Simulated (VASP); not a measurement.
AlP:

```
CELL_PARAMETERS angstrom
0.00000 2.73926 2.73926
2.73926 0.00000 2.73926
2.73926 2.73926 0.00000
ATOMIC_POSITIONS crystal
Al 0.00000 0.00000 0.00000
P 0.25000 0.25000 0.25000
```

Base run:

```yaml
Program: VASP 6.6.1
Functional: PBEsol
Potentials_or_basis: VASP PAW PBE potentials, release 64 (Al, P)
Cutoff: 500 eV
k_mesh: 6 × 6 × 6
Occupations: gaussian, width 0.01 eV
Spin: no spin polarisation
```

Its results: band gap on the k mesh 1.45 eV (least direct gap 3.12 eV); pressure -0.3 GPa.

Problem. The run is repeated on the same cell with these changes: functional from PBEsol to PBE-based screened hybrid with 50 % exact exchange; cutoff from 500 eV to 400 eV; k mesh from 6 × 6 × 6 to 4 × 4 × 4. What comes out?

Solution. Band gap on the k mesh 3.73 eV (least direct gap 5.83 eV); pressure -2.1 GPa.

Several settings changed at once.

Caveats: some runs use coarse meshes; the PAW data sets were made with another functional, which shifts forces and pressure a little.

A k mesh can miss the band edges.
